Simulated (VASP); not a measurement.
# Al (Pm-3n) in VASP: further runs

The runs below take Al through single point, relaxation of cell and atoms, with LDA.

Program: VASP 6.6.1. These are calculated values, not measurements. Logs are shortened: lines on timing, memory, paths and dates and some standing lists are left out, and cuts for length are marked.

### Step 1. The cell of the first run

The structure is cubic, space group Pm-3n (No. 223). Conventional cell: a = 5.064 Å, b = 5.064 Å, c = 5.064 Å, α = 90.00°, β = 90.00°, γ = 90.00°. Within 3.7 Å of Al (site symmetry m-3) lie 12 Al at 2.83 Å. Al (site symmetry -4m2) has 14 Al at 2.53 to 3.10 Å within 3.3 Å.

### Step 2. Single point, LDA

INCAR reads:

```
PREC     = Accurate       # precision mode
ENCUT    = 520            # plane-wave cutoff, eV
EDIFF    = 1E-7           # SCF threshold, eV
ISMEAR   = -1             # smearing method
SIGMA    = 0.1            # smearing width, eV
LREAL    = False          # projectors in reciprocal space
LASPH    = True           # aspherical terms in the spheres
NELM     = 100            # most SCF steps
ALGO     = Normal         # electronic algorithm
ISIF     = 2              # what is computed and relaxed
LWAVE    = False          # write WAVECAR
LCHARG   = False          # write CHGCAR
GGA      = CA             # functional
NBANDS   = 22             # bands
```

KPOINTS reads:

```
regular mesh
0
Gamma
  5 5 5
```

POSCAR reads:

```
Al
1.0
    5.0635493652      0.0000000000      0.0000000000
    0.0000000000      5.0635493652      0.0000000000
    0.0000000000      0.0000000000      5.0635493652
Al
8
Direct
    0.0000000000      0.0000000000      1.0000000000
    0.5000000000      0.5000000000      0.5000000000
    0.2500000000      0.0000000000      0.5000000000
    0.7500000000      0.0000000000      0.5000000000
    0.5000000000      0.2500000000      0.0000000000
    0.5000000000      0.7500000000      0.0000000000
    1.0000000000      0.5000000000      0.2500000000
    1.0000000000      0.5000000000      0.7500000000
```

Potentials or basis: VASP PAW LDA potentials, release 64 (Al).

On the command line:

```sh
$ cat potpaw_LDA.64/Al/POTCAR > POTCAR
$ mpirun -np 1 vasp_std > vasp.out
```

OUTCAR:

```text
PREC = Accurate
   ENCUT = 520
   EDIFF = 1E-7
   ISMEAR = -1
   LREAL = False
   LASPH = True
   NELM = 100
   ISIF = 2
   GGA = CA

 ion  position               nearest neighbor table
   1  0.000  0.000  0.000-   3 2.83   4 2.83   5 2.83   6 2.83   7 2.83   8 2.83   3 2.83   4 2.83
                             7 2.83   8 2.83   5 2.83   6 2.83
   2  0.500  0.500  0.500-   3 2.83   4 2.83   5 2.83   6 2.83   7 2.83   8 2.83   5 2.83   6 2.83
                             3 2.83   4 2.83   7 2.83   8 2.83
   3  0.250  0.000  0.500-   4 2.53   4 2.53   1 2.83   1 2.83   2 2.83   2 2.83   8 3.10   5 3.10
                             5 3.10   6 3.10   6 3.10   7 3.10   8 3.10   7 3.10
   4  0.750  0.000  0.500-   3 2.53   3 2.53   1 2.83   1 2.83   2 2.83   2 2.83   8 3.10   5 3.10
                             5 3.10   6 3.10   6 3.10   7 3.10   8 3.10   7 3.10
   5  0.500  0.250  0.000-   6 2.53   6 2.53   1 2.83   2 2.83   2 2.83   1 2.83   8 3.10   4 3.10
                             3 3.10   4 3.10   3 3.10   7 3.10   7 3.10   8 3.10
   6  0.500  0.750  0.000-   5 2.53   5 2.53   1 2.83   2 2.83   2 2.83   1 2.83   8 3.10   4 3.10
                             3 3.10   4 3.10   3 3.10   7 3.10   7 3.10   8 3.10
   7  0.000  0.500  0.250-   8 2.53   8 2.53   1 2.83   2 2.83   1 2.83   2 2.83   3 3.10   4 3.10
                             5 3.10   3 3.10   4 3.10   6 3.10   5 3.10   6 3.10
   8  0.000  0.500  0.750-   7 2.53   7 2.53   1 2.83   2 2.83   1 2.83   2 2.83   3 3.10   4 3.10
                             5 3.10   3 3.10   4 3.10   6 3.10   5 3.10   6 3.10

  LATTYP: Found a simple cubic cell.
 ALAT       =     5.0635493652

  Lattice vectors:

 A1 = (   5.0635493652,   0.0000000000,   0.0000000000)
 A2 = (   0.0000000000,   5.0635493652,   0.0000000000)
 A3 = (   0.0000000000,   0.0000000000,   5.0635493652)

Analysis of symmetry for initial positions (statically):
=====================================================================
 Subroutine PRICEL returns:
 Original cell was already a primitive cell.

 Routine SETGRP: Setting up the symmetry group for a
 simple cubic supercell.

 Subroutine GETGRP returns: Found 48 space group operations
 (whereof 24 operations were pure point group operations)
 out of a pool of 48 trial point group operations.

The static configuration has the point symmetry T_h .
 The point group associated with its full space group is O_h .

Analysis of symmetry for dynamics (positions and initial velocities):
=====================================================================
 Subroutine PRICEL returns:
 Original cell was already a primitive cell.

 Routine SETGRP: Setting up the symmetry group for a
 simple cubic supercell.

 Subroutine GETGRP returns: Found 48 space group operations
 (whereof 24 operations were pure point group operations)
 out of a pool of 48 trial point group operations.

The dynamic configuration has the point symmetry T_h .
 The point group associated with its full space group is O_h .

 Subroutine INISYM returns: Found 48 space group operations
 (whereof 24 operations are pure point group operations),
 and found     1 'primitive' translations

----------------------------------------------------------------------------------------

                                     Primitive cell

  volume of cell :     129.8270

  direct lattice vectors                    reciprocal lattice vectors
     5.063549365  0.000000000  0.000000000     0.197489928  0.000000000  0.000000000
     0.000000000  5.063549365  0.000000000     0.000000000  0.197489928  0.000000000
     0.000000000  0.000000000  5.063549365     0.000000000  0.000000000  0.197489928

  length of vectors
     5.063549365  5.063549365  5.063549365     0.197489928  0.197489928  0.197489928

  position of ions in fractional coordinates (direct lattice)
     0.000000000  0.000000000  0.000000000
     0.500000000  0.500000000  0.500000000
     0.250000000  0.000000000  0.500000000
     0.750000000  0.000000000  0.500000000
     0.500000000  0.250000000  0.000000000
     0.500000000  0.750000000  0.000000000
     0.000000000  0.500000000  0.250000000
     0.000000000  0.500000000  0.750000000

  ion indices of the primitive-cell ions
   primitive index   ion index
                 1           1
                 2           2
                 3           3
                 4           4
                 5           5
                 6           6
                 7           7
                 8           8

----------------------------------------------------------------------------------------

 KPOINTS: regular mesh

Automatic generation of k-mesh.
 Grid dimensions read from file:
 generate k-points for:    5    5    5

 Generating k-lattice:

  Cartesian coordinates                     Fractional coordinates (reciprocal lattice)
     0.039497986  0.000000000  0.000000000     0.200000000  0.000000000  0.000000000
     0.000000000  0.039497986  0.000000000     0.000000000  0.200000000  0.000000000
     0.000000000  0.000000000  0.039497986     0.000000000  0.000000000  0.200000000

  Length of vectors
     0.039497986  0.039497986  0.039497986

  Shift w.r.t. Gamma in fractional coordinates (k-lattice)
     0.000000000  0.000000000  0.000000000

 Subroutine IBZKPT returns following result:
 ===========================================

 Found     10 irreducible k-points:

 Following reciprocal coordinates:
            Coordinates               Weight
  0.000000  0.000000  0.000000      1.000000
  0.200000  0.000000  0.000000      6.000000
  0.400000  0.000000  0.000000      6.000000
  0.200000  0.200000  0.000000     12.000000
  0.400000  0.200000  0.000000     24.000000
  0.400000  0.400000  0.000000     12.000000
  0.200000  0.200000  0.200000      8.000000
  0.400000  0.200000  0.200000     24.000000
  0.400000  0.400000  0.200000     24.000000
  0.400000  0.400000  0.400000      8.000000
   k-points           NKPTS =     10   k-points in BZ     NKDIM =     10   number of bands    NBANDS=     22
   number of dos      NEDOS =    301   number of ions     NIONS =      8
   total plane-waves  NPLWV =  64000
   dimension x,y,z NGX =    40 NGY =   40 NGZ =   40
   dimension x,y,z NGXF=    80 NGYF=   80 NGZF=   80
   ions per type =               8
   NGX,Y,Z   is equivalent  to a cutoff of  13.13, 13.13, 13.13 a.u.
   NGXF,Y,Z  is equivalent  to a cutoff of  26.27, 26.27, 26.27 a.u.
 SYSTEM =  unknown system
   PREC   = accura    normal or accurate (medium, high low for compatibility)
   ISTART =      0    job   : 0-new  1-cont  2-samecut
   ICHARG =      2    charge: 1-file 2-atom 10-const
   ISPIN  =      1    spin polarized calculation?
   LNONCOLLINEAR =      F non collinear calculations
   LSORBIT =      F    spin-orbit coupling
   LASPH  =      T    aspherical Exc in radial PAW
   ENCUT  =  520.0 eV  38.22 Ry    6.18 a.u.   9.41  9.41  9.41*2*pi/ulx,y,z
   NELM   =    100;   NELMIN=  2; NELMDL= -5     # of ELM steps
   EDIFF  = 0.1E-06   stopping-criterion for ELM
   LREAL  =      F    real-space projection
   EDIFFG = 0.1E-05   stopping-criterion for IOM
   NSW    =      0    number of steps for IOM
   IBRION =     -1    ionic relax: 0-MD 1-quasi-New 2-CG
   NFREE  =      0    steps in history (QN), initial steepest desc. (CG)
   ISIF   =      2    stress and relaxation
   ISYM   =      2    0-nonsym 1-usesym 2-fastsym
   POTIM  = 0.5000    time-step for ionic-motion
   TEBEG  =    0.0;   TEEND  =   0.0 temperature during run
   PSTRESS=    0.0 pullay stress
   NELECT =      24.0000    total number of electrons
   NUPDOWN=      -1.0000    fix difference up-down
   EMIN   =  10.00;   EMAX   =-10.00  energy-range for DOS
   EFERMI =   0.00;   METHOD = LEGACY
   ISMEAR =    -1;   SIGMA  =   0.10  broadening in eV -4-tet -1-fermi 0-gaus
   EFERMI_NEDOS =   21; number of points for ismear=-14 and -15
   IALGO  =     38    algorithm
   IMIX   =      4    mixing-type and parameters
     AMIX     =   0.40;   BMIX     =  1.00
     AMIX_MAG =   1.60;   BMIX_MAG =  1.00
  volume/ion in A,a.u.               =      16.23       109.51
  Fermi-wavevector in a.u.,A,eV,Ry     =   0.932589  1.762337 11.833284  0.869722
  Thomas-Fermi vector in A             =   2.059202
   LORBIT       =      0    0 simple, 1 ext, 2 COOP (PROOUT), +10 PAW based schemes
   GGA     = CA    functional components
   LHFCALC =     F    Hartree Fock is set to
   AEXX    =    0.0000 exact exchange contribution
   IVDW    =     0    specifies the selected vdW correction
   LEPSILON=     F    determine dielectric tensor
   LRPA    =     F    only Hartree local field effects (RPA)
 non-spin polarized calculation
  energy-cutoff  :      520.00
  volume of cell :      129.83
 maximum number of plane-waves:      3519
 NGX is ok and might be reduce to    40
   NGX = 19   NGY = 19   NGZ = 19

 number of electron      23.9999999 magnetization

 Free energy of the ion-electron system (eV)
  ---------------------------------------------------
  ext. energy  EPLUGINS =         0.00000000
  ---------------------------------------------------
  free energy    TOTEN  =       -32.85965059 eV

  energy without entropy =      -32.71556126  energy(sigma->0) =      -32.78760592

 E-fermi :   8.0910     XC(G=0): -10.3973

 val. band max:        8.0844615857   @ k =   0.4000   0.2000   0.2000
 cond. band min:       8.1038201465   @ k =   0.2000   0.2000   0.2000
 fundamental gap:      0.0193585608
 Fermi energy:         8.0909998864

 k-point     1 :       0.0000    0.0000    0.0000
  band No.  band energies     occupation
      1      -3.2568      2.00000
      2       2.1706      2.00000
      3       2.1786      2.00000
      4       2.1786      2.00000
      5       2.5806      2.00000
      6       2.5806      2.00000
[... 14 lines left out ...]
     21      13.0742      0.00000
     22      13.0742      0.00000
[... 202 lines left out ...]
  band No.  band energies     occupation
      1      -0.5231      2.00000
      2       0.5947      2.00000
      3       0.5947      2.00000
      4       0.6067      2.00000
      5       1.7014      2.00000
      6       1.7014      2.00000
[... 14 lines left out ...]
     21      12.4563      0.00000
     22      12.6011      0.00000

------------------------ aborting loop because EDIFF is reached ----------------------------------------

  FORCE on cell =-STRESS in cart. coord.  units (eV):
  Direction    XX          YY          ZZ          XY          YZ          ZX
  --------------------------------------------------------------------------------------
  -------------------------------------------------------------------------------------
  Total        0.0391181      0.0391181      0.0391181      0.0000000     -0.0000000     -0.0000000
  in kB        0.4827504      0.4827504      0.4827504      0.0000000     -0.0000000     -0.0000000
  external PRESSURE =       0.4827504 kB  Pullay stress =       0.0000000 kB

 VOLUME and BASIS-vectors are now :
 -----------------------------------------------------------------------------
  energy-cutoff  :      520.00
  volume of cell :      129.83
      direct lattice vectors                 reciprocal lattice vectors
     5.063549365  0.000000000  0.000000000     0.197489928  0.000000000  0.000000000
     0.000000000  5.063549365  0.000000000     0.000000000  0.197489928  0.000000000
     0.000000000  0.000000000  5.063549365     0.000000000  0.000000000  0.197489928

 POSITION                                       TOTAL-FORCE (eV/Angst)
 -----------------------------------------------------------------------------------
      0.00000      0.00000      0.00000         0.000000     -0.000000     -0.000000
      2.53177      2.53177      2.53177         0.000000     -0.000000     -0.000000
      1.26589      0.00000      2.53177         0.000000      0.000000      0.000000
      3.79766      0.00000      2.53177        -0.000000     -0.000000     -0.000000
      2.53177      1.26589      0.00000        -0.000000      0.000000      0.000000
      2.53177      3.79766      0.00000        -0.000000     -0.000000     -0.000000
      0.00000      2.53177      1.26589         0.000000     -0.000000     -0.000000
      0.00000      2.53177      3.79766        -0.000000      0.000000      0.000000
 -----------------------------------------------------------------------------------
    total drift:                               -0.000000      0.000000     -0.000000

  FREE ENERGIE OF THE ION-ELECTRON SYSTEM (eV)
  ---------------------------------------------------
  free  energy   TOTEN  =       -32.8596505925 eV

  energy  without entropy=      -32.7155612562  energy(sigma->0) =      -32.78760592
```

It took 18 s on 1 thread of Intel Xeon Platinum 8488C (Sapphire Rapids), shared host; peak memory 0.18 GiB.

Results:

* Free energy: -32.8597 eV
* Pressure: 0.0 GPa
* Band gap on the k mesh: zero (band 12 reaches 9.99 eV, above the bottom of band 13 at 7.40 eV)

(Part 1 of 2 ends here.)
